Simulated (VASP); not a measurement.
# WS2 in VASP: a series of runs

The runs below take WS2 through single point, with PBEsol.

Everything below comes from runs of VASP 6.6.1. Logs are shortened: lines on timing, memory, paths and dates and some standing lists are left out, and cuts for length are marked.

## Step 1: The cell of the first run

The cell holds a slab with vacuum, 6 atoms: a = 3.148 Å, b = 3.148 Å, c = 24.504 Å, α = 90.00°, β = 90.00°, γ = 120.00°.

## Step 2: Single point, PBEsol

Contents of INCAR:

```
SYSTEM = WS2
  PREC = Accurate
  ENCUT = 520
  EDIFF = 1E-6
  ISMEAR = 0
  SIGMA = 0.05
  LREAL = .FALSE.
  LASPH = .TRUE.
  NELM = 100
  ALGO = Normal
  ISIF = 2
  LWAVE = .FALSE.
  LCHARG = .FALSE.
  LDIPOL = .TRUE.
  IDIPOL = 3
  DIPOL = 0.5 0.5 0.500
  GGA = PS
  NBANDS = 35
```

Contents of KPOINTS:

```
regular mesh
0
G
  4 4 1
  0 0 0
```

Contents of POSCAR:

```
WS2
1.0
    3.1476068077      0.0000000000      0.0000000000
   -1.5738034039      2.7259074566      0.0000000000
    0.0000000000      0.0000000000     24.5038647401
S W
4 2
Direct
    0.3333333333      0.6666666667      0.3060741675
    0.3333333333      0.6666666667      0.4339478745
    0.0000000000      0.0000000000      0.5660521255
    0.0000000000      0.0000000000      0.6939258325
    0.6666666667      0.3333333333      0.3700183493
    0.3333333333      0.6666666667      0.6299963073
```

Potentials or basis: VASP PAW PBE potentials, release 64 (S, W_sv).

Run with:

```sh
cat potpaw_PBE.64/S/POTCAR potpaw_PBE.64/W_sv/POTCAR > POTCAR
mpirun -np 1 vasp_std > vasp.out
```

OUTCAR:

```text
SYSTEM = WS2
   PREC = Accurate
   ENCUT = 520
   EDIFF = 1E-6
   ISMEAR = 0
   LREAL = .FALSE.
   LASPH = .TRUE.
   NELM = 100
   ISIF = 2
   GGA = PS

 ion  position               nearest neighbor table
   1  0.333  0.667  0.306-   5 2.40   5 2.40   5 2.40
   2  0.333  0.667  0.434-   5 2.40   5 2.40   5 2.40
   3  0.000  0.000  0.566-   6 2.40   6 2.40   6 2.40
   4  0.000  0.000  0.694-   6 2.40   6 2.40   6 2.40
   5  0.667  0.333  0.370-   2 2.40   2 2.40   2 2.40   1 2.40   1 2.40   1 2.40
   6  0.333  0.667  0.630-   4 2.40   4 2.40   4 2.40   3 2.40   3 2.40   3 2.40

  LATTYP: Found a hexagonal cell.
 ALAT       =     3.1476068077
 C/A-ratio  =     7.7849192219

  Lattice vectors:

 A1 = (   3.1476068077,   0.0000000000,   0.0000000000)
 A2 = (  -1.5738034039,   2.7259074566,   0.0000000000)
 A3 = (   0.0000000000,   0.0000000000,  24.5038647401)

Analysis of symmetry for initial positions (statically):
=====================================================================
 Subroutine PRICEL returns:
 Original cell was already a primitive cell.

 Routine SETGRP: Setting up the symmetry group for a
 hexagonal supercell.

 Subroutine GETGRP returns: Found  6 space group operations
 (whereof  6 operations were pure point group operations)
 out of a pool of 24 trial point group operations.

The static configuration has the point symmetry C_3v.

Analysis of symmetry for dynamics (positions and initial velocities):
=====================================================================
 Subroutine PRICEL returns:
 Original cell was already a primitive cell.

 Routine SETGRP: Setting up the symmetry group for a
 hexagonal supercell.

 Subroutine GETGRP returns: Found  6 space group operations
 (whereof  6 operations were pure point group operations)
 out of a pool of 24 trial point group operations.

The dynamic configuration has the point symmetry C_3v.

 Subroutine INISYM returns: Found  6 space group operations
 (whereof  6 operations are pure point group operations),
 and found     1 'primitive' translations

----------------------------------------------------------------------------------------

                                     Primitive cell

  volume of cell :     210.2452

  direct lattice vectors                    reciprocal lattice vectors
     3.147606808  0.000000000  0.000000000     0.317701689  0.183425156  0.000000000
    -1.573803404  2.725907457  0.000000000     0.000000000  0.366850312  0.000000000
     0.000000000  0.000000000 24.503864740     0.000000000  0.000000000  0.040809889

  length of vectors
     3.147606808  3.147606808 24.503864740     0.366850312  0.366850312  0.040809889

  position of ions in fractional coordinates (direct lattice)
     0.333333333  0.666666667  0.306074168
     0.333333333  0.666666667  0.433947874
     0.000000000  0.000000000  0.566052126
     0.000000000  0.000000000  0.693925832
     0.666666667  0.333333333  0.370018349
     0.333333333  0.666666667  0.629996307

  ion indices of the primitive-cell ions
   primitive index   ion index
                 1           1
                 2           2
                 3           3
                 4           4
                 5           5
                 6           6

----------------------------------------------------------------------------------------

 KPOINTS: regular mesh

Automatic generation of k-mesh.
 Grid dimensions read from file:
 generate k-points for:    4    4    1

 Generating k-lattice:

  Cartesian coordinates                     Fractional coordinates (reciprocal lattice)
     0.079425422  0.045856289  0.000000000     0.250000000 -0.000000000  0.000000000
     0.000000000  0.091712578  0.000000000     0.000000000  0.250000000  0.000000000
     0.000000000  0.000000000  0.040809889     0.000000000  0.000000000  1.000000000

  Length of vectors
     0.091712578  0.091712578  0.040809889

  Shift w.r.t. Gamma in fractional coordinates (k-lattice)
     0.000000000  0.000000000  0.000000000

 Subroutine IBZKPT returns following result:
 ===========================================

 Found      4 irreducible k-points:

 Following reciprocal coordinates:
            Coordinates               Weight
  0.000000  0.000000  0.000000      1.000000
  0.250000  0.000000  0.000000      6.000000
  0.500000  0.000000  0.000000      3.000000
  0.250000  0.250000  0.000000      6.000000
   k-points           NKPTS =      4   k-points in BZ     NKDIM =      4   number of bands    NBANDS=     35
   number of dos      NEDOS =    301   number of ions     NIONS =      6
   total plane-waves  NPLWV = 110592
   dimension x,y,z NGX =    24 NGY =   24 NGZ =  192
   dimension x,y,z NGXF=    48 NGYF=   48 NGZF=  384
   ions per type =               4   2
   NGX,Y,Z   is equivalent  to a cutoff of  12.68, 12.68, 13.03 a.u.
   NGXF,Y,Z  is equivalent  to a cutoff of  25.35, 25.35, 26.05 a.u.
 SYSTEM =  WS2
   PREC   = accura    normal or accurate (medium, high low for compatibility)
   ISTART =      0    job   : 0-new  1-cont  2-samecut
   ICHARG =      2    charge: 1-file 2-atom 10-const
   ISPIN  =      1    spin polarized calculation?
   LNONCOLLINEAR =      F non collinear calculations
   LSORBIT =      F    spin-orbit coupling
   LASPH  =      T    aspherical Exc in radial PAW
   ENCUT  =  520.0 eV  38.22 Ry    6.18 a.u.   5.85  5.85 45.56*2*pi/ulx,y,z
   NELM   =    100;   NELMIN=  2; NELMDL= -5     # of ELM steps
   EDIFF  = 0.1E-05   stopping-criterion for ELM
   LREAL  =      F    real-space projection
   EDIFFG = 0.1E-04   stopping-criterion for IOM
   NSW    =      0    number of steps for IOM
   IBRION =     -1    ionic relax: 0-MD 1-quasi-New 2-CG
   NFREE  =      0    steps in history (QN), initial steepest desc. (CG)
   ISIF   =      2    stress and relaxation
   ISYM   =      2    0-nonsym 1-usesym 2-fastsym
   POTIM  = 0.5000    time-step for ionic-motion
   TEBEG  =    0.0;   TEEND  =   0.0 temperature during run
   PSTRESS=    0.0 pullay stress
   NELECT =      52.0000    total number of electrons
   NUPDOWN=      -1.0000    fix difference up-down
   EMIN   =  10.00;   EMAX   =-10.00  energy-range for DOS
   EFERMI =   0.00;   METHOD = LEGACY
   ISMEAR =     0;   SIGMA  =   0.05  broadening in eV -4-tet -1-fermi 0-gaus
   EFERMI_NEDOS =   21; number of points for ismear=-14 and -15
   IALGO  =     38    algorithm
   IMIX   =      4    mixing-type and parameters
     AMIX     =   0.40;   BMIX     =  1.00
     AMIX_MAG =   1.60;   BMIX_MAG =  1.00
  volume/ion in A,a.u.               =      35.04       236.47
  Fermi-wavevector in a.u.,A,eV,Ry     =   1.027623  1.941926 14.367880  1.056009
  Thomas-Fermi vector in A             =   2.161578
   LORBIT       =      0    0 simple, 1 ext, 2 COOP (PROOUT), +10 PAW based schemes
   GGA     = PS    functional components
   LHFCALC =     F    Hartree Fock is set to
   AEXX    =    0.0000 exact exchange contribution
   IVDW    =     0    specifies the selected vdW correction
   LEPSILON=     F    determine dielectric tensor
   LRPA    =     F    only Hartree local field effects (RPA)
 non-spin polarized calculation
 Gauss-broadening in eV      SIGMA  =   0.05
  energy-cutoff  :      520.00
  volume of cell :      210.25
 maximum number of plane-waves:      5680
 NGX is ok and might be reduce to    24
   NGX = 11   NGY = 11   NGZ = 91

 number of electron      51.9999992 magnetization

 dipolmoment           0.000000      0.000000     -0.001716 electrons x Angstroem

 Free energy of the ion-electron system (eV)
  ---------------------------------------------------
  ext. energy  EPLUGINS =         0.00000000
  ---------------------------------------------------
  free energy    TOTEN  =       -50.63372837 eV

  energy without entropy =      -50.63372837  energy(sigma->0) =      -50.63372837

 E-fermi :   1.2448     XC(G=0):  -6.0191

 val. band max:        0.8872672404   @ k =   0.0000   0.0000   0.0000
 cond. band min:       2.7405559733   @ k =   0.2500   0.0000   0.0000
 fundamental gap:      1.8532887329
 Fermi energy:         1.2448394949

 k-point     1 :       0.0000    0.0000    0.0000
  band No.  band energies     occupation
      1     -73.3000      2.00000
      2     -73.2647      2.00000
      3     -37.5785      2.00000
      4     -37.5428      2.00000
      5     -37.3845      2.00000
      6     -37.3845      2.00000
[... 27 lines left out ...]
     34       3.7940      0.00000
     35       5.7500      0.00000

 k-point     2 :       0.2500    0.0000    0.0000
  band No.  band energies     occupation
      1     -73.2901      2.00000
      2     -73.2548      2.00000
      3     -37.5759      2.00000
      4     -37.5433      2.00000
      5     -37.5410      2.00000
      6     -37.5075      2.00000
[... 27 lines left out ...]
     34       4.8934      0.00000
     35       7.0564      0.00000

 k-point     3 :       0.5000    0.0000    0.0000
  band No.  band energies     occupation
      1     -73.2802      2.00000
      2     -73.2449      2.00000
      3     -37.7614      2.00000
      4     -37.7264      2.00000
      5     -37.5078      2.00000
      6     -37.4735      2.00000
[... 27 lines left out ...]
     34       5.5477      0.00000
     35       5.6655      0.00000

 k-point     4 :       0.2500    0.2500    0.0000
  band No.  band energies     occupation
      1     -73.2802      2.00000
      2     -73.2449      2.00000
      3     -37.6921      2.00000
      4     -37.6572      2.00000
      5     -37.5454      2.00000
      6     -37.5104      2.00000
[... 27 lines left out ...]
     34       5.9240      0.00000
     35       7.5001      0.00000

------------------------ aborting loop because EDIFF is reached ----------------------------------------

 vacuum level on the upper side and lower side of the slab       (xc-potential included)        -0.161        -0.125

  FORCE on cell =-STRESS in cart. coord.  units (eV):
  Direction    XX          YY          ZZ          XY          YZ          ZX
  --------------------------------------------------------------------------------------
  -------------------------------------------------------------------------------------
  Total       -0.1815706     -0.1815706     -0.3739380      0.0000000      0.0000000      0.0000000
  in kB       -1.3836619     -1.3836619     -2.8496007      0.0000000      0.0000000      0.0000000
  external PRESSURE =      -1.8723082 kB  Pullay stress =       0.0000000 kB

 VOLUME and BASIS-vectors are now :
 -----------------------------------------------------------------------------
  energy-cutoff  :      520.00
  volume of cell :      210.25
      direct lattice vectors                 reciprocal lattice vectors
     3.147606808  0.000000000  0.000000000     0.317701689  0.183425156  0.000000000
    -1.573803404  2.725907457  0.000000000     0.000000000  0.366850312  0.000000000
     0.000000000  0.000000000 24.503864740     0.000000000  0.000000000  0.040809889

 POSITION                                       TOTAL-FORCE (eV/Angst)
 -----------------------------------------------------------------------------------
     -0.00000      1.81727      7.50000         0.000000      0.000000      0.064109
     -0.00000      1.81727     10.63340         0.000000     -0.000000     -0.048519
      0.00000      0.00000     13.87046        -0.000000      0.000000      0.047573
      0.00000      0.00000     17.00386         0.000000      0.000000     -0.062515
      1.57380      0.90864      9.06688         0.000000     -0.000000     -0.020527
     -0.00000      1.81727     15.43734        -0.000000      0.000000      0.019880
 -----------------------------------------------------------------------------------
    total drift:                                0.000000     -0.000000      0.000033

  FREE ENERGIE OF THE ION-ELECTRON SYSTEM (eV)
  ---------------------------------------------------
  free  energy   TOTEN  =       -50.6337283723 eV

  energy  without entropy=      -50.6337283723  energy(sigma->0) =      -50.63372837

 vacuum level on the upper side and lower side of the slab         6.157         6.194
```

Wall time 69 s (1 thread of Intel Xeon Platinum 8375C at 2.90GHz (Ice Lake), shared host); peak memory 0.31 GiB.

What came out:

```
Free energy            : -50.6337 eV
Largest force          : 0.064 eV/Å
Band gap on the k mesh : 1.85 eV (least direct gap 2.68 eV)
```

Forces on the atoms (eV/Å):
```
S    0.000  0.000  0.064
S    0.000  0.000 -0.049
S    0.000  0.000  0.048
S    0.000  0.000 -0.063
W    0.000  0.000 -0.021
W    0.000  0.000  0.020
```

Levels at points of the mesh, in eV from the valence-band top:
```
           k point  band 22  band 23  band 24  band 25  band 26  band 27  band 28  band 29  band 30  band 31
(0.00, 0.00, 0.00)    -1.87    -1.83    -1.83    -0.60     0.00     2.68     2.68     2.72     2.72     2.85
(0.50, 0.00, 0.00)    -2.37    -1.52    -1.44    -1.29    -1.21     2.71     2.75     3.08     3.19     3.69
```

Caveat: the k points lie up to 0.58 Å⁻¹ apart; the PAW data sets were made with another functional, which shifts forces and pressure a little; spin-orbit coupling is left out, which moves the levels of the heavy elements.

## Step 3: Single point, PBEsol

Contents of INCAR:

```
PREC = Accurate ; ENCUT = 520
EDIFF = 1E-7 ; ISMEAR = 0
SIGMA = 0.05 ; LREAL = False
LASPH = True ; NELM = 60
ALGO = Normal ; ISIF = 2
LWAVE = False ; LCHARG = False
LDIPOL = True ; IDIPOL = 3
DIPOL = 0.5 0.5 0.500 ; GGA = PS
NBANDS = 35
```

Contents of KPOINTS:

```
Automatic mesh
0
Gamma
  9 9 1
```

POSCAR is that of step 2.

Potentials or basis: VASP PAW PBE potentials, release 64 (S, W_sv).

Run with:

```sh
cat potpaw_PBE.64/S/POTCAR potpaw_PBE.64/W_sv/POTCAR > POTCAR
mpirun -np 1 vasp_std > vasp.out
```

Wall time 2.7 min (1 thread of Intel Xeon Platinum 8375C at 2.90GHz (Ice Lake), shared host); peak memory 0.34 GiB.

It converged, with:

```
Free energy            : -50.5204 eV
Largest force          : 0.022 eV/Å
Band gap on the k mesh : 1.63 eV (least direct gap 1.89 eV)
```

Forces in eV/Å, atoms in the order of the input:
```
S    0.000  0.000 -0.010
S    0.000  0.000  0.022
S    0.000  0.000 -0.021
S    0.000  0.000  0.013
W    0.000  0.000 -0.013
W    0.000  0.000  0.010
```

Levels at points of the mesh, in eV from the valence-band top:
| k point | band 23 | band 24 | band 25 | band 26 | band 27 | band 28 | band 29 | band 30 |
| --- | --- | --- | --- | --- | --- | --- | --- | --- |
| (0.00, 0.00, 0.00) | -1.83 | -1.83 | -0.60 | 0.00 | 2.68 | 2.68 | 2.72 | 2.72 |

Caveat: the PAW data sets were made with another functional, which shifts forces and pressure a little; spin-orbit coupling is left out, which moves the levels of the heavy elements.

## Step 4: Single point, PBEsol

Contents of INCAR:

```
SYSTEM = WS2
PREC = Accurate
ENCUT = 520
EDIFF = 1E-7
ISMEAR = -1
SIGMA = 0.025
LREAL = .FALSE.
LASPH = .TRUE.
NELM = 60
ALGO = Normal
ISIF = 2
LWAVE = .FALSE.
LCHARG = .TRUE.
LDIPOL = .TRUE.
IDIPOL = 3
DIPOL = 0.5 0.5 0.500
GGA = PS
LELF = .TRUE.
LVHAR = .TRUE.
LVACPOTAV = .TRUE.
NBANDS = 35
```

Contents of KPOINTS:

```
Automatic mesh
0
G
  9 9 1
  0 0 0
```

POSCAR is that of step 3.

Run with:

```sh
cat potpaw_PBE.64/S/POTCAR potpaw_PBE.64/W_sv/POTCAR > POTCAR
mpirun -np 1 vasp_std > vasp.out
```

Run time: 3.3 min. Hardware: 1 thread of Intel Xeon Platinum 8375C at 2.90GHz (Ice Lake), shared host; peak memory 0.34 GiB.

Results (log left out):

| Item | Value |
| --- | --- |
| Free energy | -50.5204 eV |
| Largest force | 0.022 eV/Å |
| Band gap on the k mesh | 1.63 eV (least direct gap 1.89 eV) |

Forces in eV/Å, atoms in the order of the input:
```
S    0.000  0.000 -0.010
S    0.000  0.000  0.022
S    0.000  0.000 -0.021
S    0.000  0.000  0.013
W    0.000  0.000 -0.013
W    0.000  0.000  0.010
```

Levels at points of the mesh, in eV from the valence-band top:
| k point | band 24 | band 25 | band 26 | band 27 | band 28 | band 29 |
| --- | --- | --- | --- | --- | --- | --- |
| (0.00, 0.00, 0.00) | -1.83 | -0.60 | 0.00 | 2.68 | 2.68 | 2.72 |

Caveat: the PAW data sets were made with another functional, which shifts forces and pressure a little; spin-orbit coupling is left out, which moves the levels of the heavy elements.

(Part 1 of 2 ends here.)
